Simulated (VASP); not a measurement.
# Ca (I4/mmm) in VASP: a series of runs

Runs on Ca. Level: r2SCAN. Tasks: single point.

Everything below comes from runs of VASP 6.6.1. Logs are shortened: lines on timing, memory, paths and dates and some standing lists are left out, and cuts for length are marked.

## Step 1: The cell of the first run

It takes space group I4/mmm (No. 139, tetragonal). Conventional cell: a = 4.480 Å, b = 4.480 Å, c = 4.704 Å, α = 90.00°, β = 90.00°, γ = 90.00°. Within 5.2 Å of Ca (site symmetry 4/mmm) lie 14 Ca at 3.95 to 4.70 Å.

## Step 2: Single point, r2SCAN (strain +0.000 along x and y, +0.050 along z)

Contents of POSCAR:

```
Ca
1.0
   -2.2400000000      2.2400000000      2.3520000000
    2.2400000000     -2.2400000000      2.3520000000
    2.2400000000      2.2400000000     -2.3520000000
Ca
1
Direct
    0.0000000000      0.0000000000      0.0000000000
```

Contents of INCAR.step1:

```
SYSTEM = Ca
PREC = Accurate
ENCUT = 550
ISMEAR = 0
SIGMA = 0.15
LREAL = .False.
LASPH = .True.
NELM = 120
NBANDS = 11
GGA = PE
ALGO = Normal
EDIFF = 1E-5
LWAVE = .True.
LCHARG = .False.
GGA_COMPAT = .False.
```

Contents of INCAR.step2:

```
SYSTEM = Ca
PREC = Accurate
ENCUT = 550
EDIFF = 1E-6
ISMEAR = 0
SIGMA = 0.15
LREAL = .False.
LASPH = .True.
NELM = 120
ALGO = Normal
ISIF = 2
LWAVE = .False.
LCHARG = .True.
METAGGA = R2SCAN
LMIXTAU = .True.
LELF = .True.
LVHAR = .True.
NBANDS = 11
ISTART = 1
GGA_COMPAT = .False.
```

Contents of KPOINTS:

```
Automatic mesh
0
Gamma
  16 16 16
  0 0 0
```

Potentials or basis: VASP PAW PBE potentials, release 64 (Ca_sv).

The run is started by

```bash
cat potpaw_PBE.64/Ca_sv/POTCAR > POTCAR
cp INCAR.step1 INCAR
mpirun -np 1 vasp_std > vasp.out
cp INCAR.step2 INCAR
mpirun -np 1 vasp_std > vasp.out
```

OUTCAR:

```text
SYSTEM = Ca
   PREC = Accurate
   ENCUT = 550
   EDIFF = 1E-6
   ISMEAR = 0
   LREAL = .False.
   LASPH = .True.
   NELM = 120
   ISIF = 2
   METAGGA = R2SCAN
   ISTART = 1

 ion  position               nearest neighbor table
   1  0.000  0.000  0.000-

  LATTYP: Found a body centered tetragonal cell.
 ALAT       =     4.4800000000
 C/A-ratio  =     1.0500000000

  Lattice vectors:

 A1 = (  -2.2400000000,   2.2400000000,   2.3520000000)
 A2 = (   2.2400000000,  -2.2400000000,   2.3520000000)
 A3 = (   2.2400000000,   2.2400000000,  -2.3520000000)

Analysis of symmetry for initial positions (statically):
=====================================================================
 Subroutine PRICEL returns:
 Original cell was already a primitive cell.

 Routine SETGRP: Setting up the symmetry group for a
 body centered tetragonal supercell.

 Subroutine GETGRP returns: Found 16 space group operations
 (whereof 16 operations were pure point group operations)
 out of a pool of 16 trial point group operations.

The static configuration has the point symmetry D_4h.

Analysis of symmetry for dynamics (positions and initial velocities):
=====================================================================
 Subroutine PRICEL returns:
 Original cell was already a primitive cell.

 Routine SETGRP: Setting up the symmetry group for a
 body centered tetragonal supercell.

 Subroutine GETGRP returns: Found 16 space group operations
 (whereof 16 operations were pure point group operations)
 out of a pool of 16 trial point group operations.

The dynamic configuration has the point symmetry D_4h.

 Subroutine INISYM returns: Found 16 space group operations
 (whereof 16 operations are pure point group operations),
 and found     1 'primitive' translations

----------------------------------------------------------------------------------------

                                     Primitive cell

  volume of cell :      47.2056

  direct lattice vectors                    reciprocal lattice vectors
    -2.240000000  2.240000000  2.352000000     0.000000000  0.223214286  0.212585034
     2.240000000 -2.240000000  2.352000000     0.223214286  0.000000000  0.212585034
     2.240000000  2.240000000 -2.352000000     0.223214286  0.223214286  0.000000000

  length of vectors
     3.945516950  3.945516950  3.945516950     0.308248299  0.308248299  0.315672670

  position of ions in fractional coordinates (direct lattice)
     0.000000000  0.000000000  0.000000000

  ion indices of the primitive-cell ions
   primitive index   ion index
                 1           1

----------------------------------------------------------------------------------------

 KPOINTS: Automatic mesh

Automatic generation of k-mesh.
 Grid dimensions read from file:
 generate k-points for:   16   16   16

 Generating k-lattice:

  Cartesian coordinates                     Fractional coordinates (reciprocal lattice)
     0.000000000  0.013950893  0.013286565     0.062500000 -0.000000000  0.000000000
     0.013950893  0.000000000  0.013286565    -0.000000000  0.062500000  0.000000000
     0.013950893  0.013950893  0.000000000     0.000000000  0.000000000  0.062500000

  Length of vectors
     0.019265519  0.019265519  0.019729542

  Shift w.r.t. Gamma in fractional coordinates (k-lattice)
     0.000000000  0.000000000  0.000000000

 Subroutine IBZKPT returns following result:
 ===========================================

 Found    349 irreducible k-points:

 Following reciprocal coordinates:
            Coordinates               Weight
  0.000000  0.000000  0.000000      1.000000
  0.062500  0.000000  0.000000      8.000000
  0.125000  0.000000  0.000000      8.000000
  0.187500  0.000000 -0.000000      8.000000
  0.250000  0.000000  0.000000      8.000000
  0.312500  0.000000  0.000000      8.000000
[... 16 lines left out ...]
 -0.125000  0.062500  0.000000     16.000000
 -0.062500  0.062500  0.000000      4.000000
 [... further k-points ...]
   k-points           NKPTS =    349   k-points in BZ     NKDIM =    349   number of bands    NBANDS=     11
   number of dos      NEDOS =    301   number of ions     NIONS =      1
   total plane-waves  NPLWV =  27000
   dimension x,y,z NGX =    30 NGY =   30 NGZ =   30
   dimension x,y,z NGXF=    60 NGYF=   60 NGZF=   60
   ions per type =               1
   NGX,Y,Z   is equivalent  to a cutoff of  12.64, 12.64, 12.64 a.u.
   NGXF,Y,Z  is equivalent  to a cutoff of  25.28, 25.28, 25.28 a.u.
 SYSTEM =  Ca
   PREC   = accura    normal or accurate (medium, high low for compatibility)
   ISTART =      1    job   : 0-new  1-cont  2-samecut
   ICHARG =      0    charge: 1-file 2-atom 10-const
   ISPIN  =      1    spin polarized calculation?
   LNONCOLLINEAR =      F non collinear calculations
   LSORBIT =      F    spin-orbit coupling
   LASPH  =      T    aspherical Exc in radial PAW
   ENCUT  =  550.0 eV  40.42 Ry    6.36 a.u.   7.54  7.54  7.54*2*pi/ulx,y,z
   NELM   =    120;   NELMIN=  2; NELMDL=  0     # of ELM steps
   EDIFF  = 0.1E-05   stopping-criterion for ELM
   LREAL  =      F    real-space projection
   EDIFFG = 0.1E-04   stopping-criterion for IOM
   NSW    =      0    number of steps for IOM
   IBRION =     -1    ionic relax: 0-MD 1-quasi-New 2-CG
   NFREE  =      0    steps in history (QN), initial steepest desc. (CG)
   ISIF   =      2    stress and relaxation
   ISYM   =      2    0-nonsym 1-usesym 2-fastsym
   POTIM  = 0.5000    time-step for ionic-motion
   TEBEG  =    0.0;   TEEND  =   0.0 temperature during run
   PSTRESS=    0.0 pullay stress
   NELECT =      10.0000    total number of electrons
   NUPDOWN=      -1.0000    fix difference up-down
   EMIN   =  10.00;   EMAX   =-10.00  energy-range for DOS
   EFERMI =   0.00;   METHOD = LEGACY
   ISMEAR =     0;   SIGMA  =   0.15  broadening in eV -4-tet -1-fermi 0-gaus
   EFERMI_NEDOS =   21; number of points for ismear=-14 and -15
   IALGO  =     38    algorithm
   IMIX   =      4    mixing-type and parameters
     AMIX     =   0.40;   BMIX     =  1.00
     AMIX_MAG =   1.60;   BMIX_MAG =  1.00
  volume/ion in A,a.u.               =      47.21       318.56
  Fermi-wavevector in a.u.,A,eV,Ry     =   0.975911  1.844205 12.958230  0.952403
  Thomas-Fermi vector in A             =   2.106488
   LORBIT       =      0    0 simple, 1 ext, 2 COOP (PROOUT), +10 PAW based schemes
   METAGGA = R2SCAN    functional components
   LHFCALC =     F    Hartree Fock is set to
   AEXX    =    0.0000 exact exchange contribution
   IVDW    =     0    specifies the selected vdW correction
   LEPSILON=     F    determine dielectric tensor
   LRPA    =     F    only Hartree local field effects (RPA)
 non-spin polarized calculation
 Gauss-broadening in eV      SIGMA  =   0.15
  energy-cutoff  :      550.00
  volume of cell :       47.21
 maximum number of plane-waves:      1403
   NGX = 15   NGY = 15   NGZ = 15

 number of electron      10.0000000 magnetization

 Free energy of the ion-electron system (eV)
  ---------------------------------------------------
  ext. energy  EPLUGINS =         0.00000000
  ---------------------------------------------------
  free energy    TOTEN  =        -7.01008871 eV

  energy without entropy =       -6.99535872  energy(sigma->0) =       -7.00272372

 E-fermi :   1.6144     XC(G=0):  -7.8604

 val. band max:        1.6041534993   @ k =  -0.3125  -0.3750   0.0625
 cond. band min:       1.6167224703   @ k =   0.4375   0.1875   0.0000
 fundamental gap:      0.0125689710
 Fermi energy:         1.6144069697

 k-point     1 :       0.0000    0.0000    0.0000
  band No.  band energies     occupation
      1     -42.4929      2.00000
      2     -22.5298      2.00000
      3     -22.5298      2.00000
      4     -22.5269      2.00000
      5      -2.5071      2.00000
      6       4.0542      0.00000
      7       4.0542      0.00000
      8       4.2558      0.00000
      9       4.9673      0.00000
     10       5.2084      0.00000
     11      11.5426      0.00000

 k-point     2 :       0.0625    0.0000    0.0000
  band No.  band energies     occupation
      1     -42.4926      2.00000
      2     -22.5327      2.00000
      3     -22.5310      2.00000
      4     -22.5278      2.00000
      5      -2.4395      2.00000
      6       4.0281      0.00000
      7       4.0528      0.00000
      8       4.2649      0.00000
      9       4.9302      0.00000
     10       5.1924      0.00000
     11      11.5039      0.00000

 k-point     3 :       0.1250    0.0000    0.0000
  band No.  band energies     occupation
      1     -42.4916      2.00000
      2     -22.5432      2.00000
      3     -22.5345      2.00000
      4     -22.5280      2.00000
      5      -2.2391      2.00000
      6       3.9169      0.00000
      7       3.9841      0.00000
      8       4.3650      0.00000
      9       4.8529      0.00000
     10       5.1679      0.00000
     11      11.0758      0.00000

 k-point     4 :       0.1875    0.0000   -0.0000
  band No.  band energies     occupation
      1     -42.4901      2.00000
      2     -22.5592      2.00000
      3     -22.5397      2.00000
      4     -22.5280      2.00000
      5      -1.9121      2.00000
      6       3.6653      0.00000
      7       3.8410      0.00000
      8       4.5814      0.00000
      9       4.8192      0.00000
     10       5.1591      0.00000
     11      10.1475      0.00000
[... 239 lines left out ...]
 k-point    22 :      -0.1875    0.0625    0.0000
  band No.  band energies     occupation
      1     -42.4906      2.00000
      2     -22.5536      2.00000
      3     -22.5362      2.00000
      4     -22.5296      2.00000
      5      -2.0321      2.00000
      6       3.7634      0.00000
      7       3.9123      0.00000
      8       4.4647      0.00000
      9       4.8444      0.00000
     10       5.1505      0.00000
     11      10.6445      0.00000

 k-point    23 :      -0.1250    0.0625    0.0000
  band No.  band energies     occupation
      1     -42.4919      2.00000
      2     -22.5405      2.00000
      3     -22.5317      2.00000
      4     -22.5293      2.00000
      5      -2.2989      2.00000
      6       3.9300      0.00000
      7       4.0684      0.00000
      8       4.2749      0.00000
      9       4.9298      0.00000
     10       5.1318      0.00000
     11      11.4196      0.00000

 k-point    24 :      -0.0625    0.0625    0.0000
  band No.  band energies     occupation
      1     -42.4926      2.00000
      2     -22.5336      2.00000
      3     -22.5299      2.00000
      4     -22.5282      2.00000
      5      -2.4362      2.00000
      6       4.0047      0.00000
      7       4.1034      0.00000
      8       4.2246      0.00000
      9       4.9732      0.00000
     10       5.1583      0.00000
     11      11.6193      0.00000

 [... further k-points ...]

------------------------ aborting loop because EDIFF is reached ----------------------------------------

  FORCE on cell =-STRESS in cart. coord.  units (eV):
  Direction    XX          YY          ZZ          XY          YZ          ZX
  --------------------------------------------------------------------------------------
  -------------------------------------------------------------------------------------
  Total       -0.3868791     -0.3868791     -0.3774814      0.0000000      0.0000000      0.0000000
  in kB      -13.1308402    -13.1308402    -12.8118768      0.0000000      0.0000000      0.0000000
  external PRESSURE =     -13.0245190 kB  Pullay stress =       0.0000000 kB

 VOLUME and BASIS-vectors are now :
 -----------------------------------------------------------------------------
  energy-cutoff  :      550.00
  volume of cell :       47.21
      direct lattice vectors                 reciprocal lattice vectors
    -2.240000000  2.240000000  2.352000000     0.000000000  0.223214286  0.212585034
     2.240000000 -2.240000000  2.352000000     0.223214286  0.000000000  0.212585034
     2.240000000  2.240000000 -2.352000000     0.223214286  0.223214286  0.000000000

 POSITION                                       TOTAL-FORCE (eV/Angst)
 -----------------------------------------------------------------------------------
      0.00000      0.00000      0.00000        -0.000000     -0.000000     -0.000000
 -----------------------------------------------------------------------------------
    total drift:                               -0.000000     -0.000000      0.000000

  FREE ENERGIE OF THE ION-ELECTRON SYSTEM (eV)
  ---------------------------------------------------
  free  energy   TOTEN  =        -7.0100887130 eV

  energy  without entropy=       -6.9953587187  energy(sigma->0) =       -7.00272372
```

It took 17 min on 1 thread of AMD EPYC 7R43 (Zen 3), shared host; peak memory 0.28 GiB.

What came out:

```
Free energy            : -7.0101 eV
Pressure               : -1.3 GPa
Band gap on the k mesh : zero (bands 5 and 6 overlap by 0.62 eV)
```

Caveat: the cell differs from its parent crystal (strain +0.000 along x and y, +0.050 along z); the PAW data sets were made with another functional, which shifts forces and pressure a little.

## Step 3: Single point, r2SCAN (strain +0.050 along x and y, -0.025 along z)

Contents of POSCAR:

```
Ca
1.0
   -2.3520000000      2.3520000000      2.1840000000
    2.3520000000     -2.3520000000      2.1840000000
    2.3520000000      2.3520000000     -2.1840000000
Ca
1
Direct
    0.0000000000      0.0000000000      0.0000000000
```

Contents of INCAR.step1:

```
PREC     = Accurate       # precision mode
ENCUT    = 550            # plane-wave cutoff, eV
ISMEAR   = 0              # smearing method
SIGMA    = 0.15           # smearing width, eV
LREAL    = F              # projectors in reciprocal space
LASPH    = T              # aspherical terms in the spheres
NELM     = 120            # most SCF steps
NBANDS   = 11             # bands
GGA      = PE             # functional
ALGO     = Normal         # electronic algorithm
EDIFF    = 1E-5           # SCF threshold, eV
LWAVE    = T              # write WAVECAR
LCHARG   = F              # write CHGCAR
GGA_COMPAT= F
```

Contents of INCAR.step2:

```
PREC     = Accurate       # precision mode
ENCUT    = 550            # plane-wave cutoff, eV
EDIFF    = 1E-6           # SCF threshold, eV
ISMEAR   = 0              # smearing method
SIGMA    = 0.15           # smearing width, eV
LREAL    = F              # projectors in reciprocal space
LASPH    = T              # aspherical terms in the spheres
NELM     = 120            # most SCF steps
ALGO     = Normal         # electronic algorithm
ISIF     = 2              # what is computed and relaxed
LWAVE    = F              # write WAVECAR
LCHARG   = F              # write CHGCAR
METAGGA  = R2SCAN         # meta-GGA
LMIXTAU  = T            
NBANDS   = 11             # bands
ISTART   = 1            
GGA_COMPAT= F
```

Contents of KPOINTS:

```
Automatic mesh
0
Gamma
  16 16 16
```

Potentials or basis: VASP PAW PBE potentials, release 64 (Ca_sv).

The run is started by

```bash
cat potpaw_PBE.64/Ca_sv/POTCAR > POTCAR
cp INCAR.step1 INCAR
mpirun -np 1 vasp_std > vasp.out
cp INCAR.step2 INCAR
mpirun -np 1 vasp_std > vasp.out
```

Run time: 13 min. Hardware: 1 thread of AMD EPYC 7R43 (Zen 3), shared host; peak memory 0.29 GiB.

It converged, with:

- Free energy: -6.9986 eV
- Pressure: -1.6 GPa
- Band gap on the k mesh: zero (bands 5 and 6 overlap by 0.75 eV)

Stress tensor (GPa, compression positive):
```
-1.71  0.00  0.00
 0.00 -1.71  0.00
 0.00  0.00 -1.42
```

Levels at points of the mesh, in eV from the Fermi level:
| k point | band 3 | band 4 | band 5 | band 6 | band 7 | band 8 |
| --- | --- | --- | --- | --- | --- | --- |
| (0.00, 0.00, 0.00) | -24.20 | -24.20 | -4.08 | 2.26 | 2.59 | 2.59 |
| (0.50, 0.00, 0.00) | -24.23 | -24.21 | -0.73 | -0.14 | 1.43 | 3.36 |
| (0.50, 0.50, 0.00) | -24.23 | -24.20 | -0.92 | -0.38 | 1.84 | 3.08 |
| (0.50, 0.50, 0.50) | -24.27 | -24.26 | 0.20 | 0.35 | 3.25 | 3.25 |

Caveat: the cell differs from its parent crystal (strain +0.050 along x and y, -0.025 along z); the PAW data sets were made with another functional, which shifts forces and pressure a little.

## Step 4: Single point, r2SCAN (strain +0.050 along x and y, +0.000 along z)

Contents of POSCAR:

```
Ca
1.0
   -2.3520000000      2.3520000000      2.2400000000
    2.3520000000     -2.3520000000      2.2400000000
    2.3520000000      2.3520000000     -2.2400000000
Ca
1
Direct
    0.0000000000      0.0000000000      0.0000000000
```

Contents of INCAR.step1:

```
SYSTEM = Ca
  PREC = Accurate
  ENCUT = 550
  ISMEAR = 0
  SIGMA = 0.15
  LREAL = .FALSE.
  LASPH = .TRUE.
  NELM = 120
  NBANDS = 11
  GGA = PE
  ALGO = Normal
  EDIFF = 1E-5
  LWAVE = .TRUE.
  LCHARG = .FALSE.
  GGA_COMPAT = .FALSE.
```

Contents of INCAR.step2:

```
SYSTEM = Ca
  PREC = Accurate
  ENCUT = 550
  EDIFF = 1E-6
  ISMEAR = 0
  SIGMA = 0.15
  LREAL = .FALSE.
  LASPH = .TRUE.
  NELM = 120
  ALGO = Normal
  ISIF = 2
  LWAVE = .FALSE.
  LCHARG = .FALSE.
  METAGGA = R2SCAN
  LMIXTAU = .TRUE.
  NBANDS = 11
  ISTART = 1
  GGA_COMPAT = .FALSE.
```

Contents of KPOINTS:

```
regular mesh
0
G
  16 16 16
  0 0 0
```

The run is started by

```bash
cat potpaw_PBE.64/Ca_sv/POTCAR > POTCAR
cp INCAR.step1 INCAR
mpirun -np 1 vasp_std > vasp.out
cp INCAR.step2 INCAR
mpirun -np 1 vasp_std > vasp.out
```

It took 15 min on 1 thread of AMD EPYC 7R43 (Zen 3), shared host; peak memory 0.31 GiB.

Results (log left out):

* Free energy: -6.9864 eV
* Pressure: -1.9 GPa
* Band gap on the k mesh: zero (bands 5 and 6 overlap by 0.71 eV)

Stress tensor (GPa, compression positive):
```
-1.95  0.00  0.00
 0.00 -1.95  0.00
 0.00  0.00 -1.80
```

Levels at points of the mesh, in eV from the Fermi level:
```tsv
k point	band 3	band 4	band 5	band 6	band 7	band 8
(0.00, 0.00, 0.00)	-24.27	-24.27	-4.03	2.29	2.50	2.50
(0.50, 0.00, 0.00)	-24.30	-24.27	-0.74	-0.19	1.46	3.29
(0.50, 0.50, 0.00)	-24.29	-24.26	-0.86	-0.34	1.72	3.11
(0.50, 0.50, 0.50)	-24.33	-24.32	0.25	0.35	3.30	3.30
```

Caveat: the cell differs from its parent crystal (strain +0.050 along x and y, +0.000 along z); the PAW data sets were made with another functional, which shifts forces and pressure a little.

## Step 5: Summary

| cell | gap on the mesh (eV) | pressure (GPa) |
| --- | --- | --- |
| a = 3.946 Å, angles 110.8, 110.8, 106.8°, 1 atom | none | -1.3 |
| a = 3.979 Å, angles 107.5, 107.5, 113.4°, 1 atom | none | -1.6 |
| a = 4.010 Å, angles 108.2, 108.2, 112.1°, 1 atom | none | -1.9 |

Alike in all rows: task single point; level r2SCAN; potentials or basis VASP PAW PBE potentials, release 64 (Ca_sv); no spin polarisation; k mesh 16 × 16 × 16; cutoff (eV) 550; smearing gaussian 0.15 eV.

Caveats: the PAW data sets were made with another functional, which shifts forces and pressure a little.

Absolute energies hang on the potentials; compare differences alone.
